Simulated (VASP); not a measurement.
A run of VASP 6.6.1 is set up as follows.

The input INCAR:

```
PREC = Accurate
ENCUT = 520
EDIFF = 1E-7
ISMEAR = 0
SIGMA = 0.27211386245988
LREAL = False
LASPH = True
NELM = 150
ALGO = Fast
ISIF = 2
LWAVE = False
LCHARG = False
ISPIN = 2
MAGMOM = -1.82 1.82
LORBIT = 11
LMAXMIX = 4
GGA = PE
NBANDS = 19
```

File KPOINTS:

```
regular mesh
0
Gamma
  6 6 4
```

POSCAR

```
Fe
1.0
    1.7000753688     -1.7262356591      0.0000000000
    1.7000753688      1.7262356591      0.0000000000
    0.0000000000      0.0000000000      3.7097032485
Fe
2
Direct
    0.5000000000      0.5000000000      0.5000000000
    0.0000000000      0.0000000000      0.0000000000
```

Potentials or basis: VASP PAW PBE potentials, release 64 (Fe).

Launch:

```bash
$ cat potpaw_PBE.64/Fe/POTCAR > POTCAR
$ mpirun -np 1 vasp_std > vasp.out
```

Task: Estimate the site moments.

Result: Fe -1.71, +1.71 μB.

Task: Predict the pressure.

Result: -0.4 GPa.

Task: Predict the net moment.

Result: 0.00 μB per cell.

Task: Estimate the band gap on the k mesh.

Result: Zero (filled and empty bands overlap).

Stress tensor (GPa, compression positive):
```
 0.31  0.00  0.00
 0.00 -0.81  0.00
 0.00  0.00 -0.79
```

Caveat: the k points lie up to 0.43 Å⁻¹ apart.
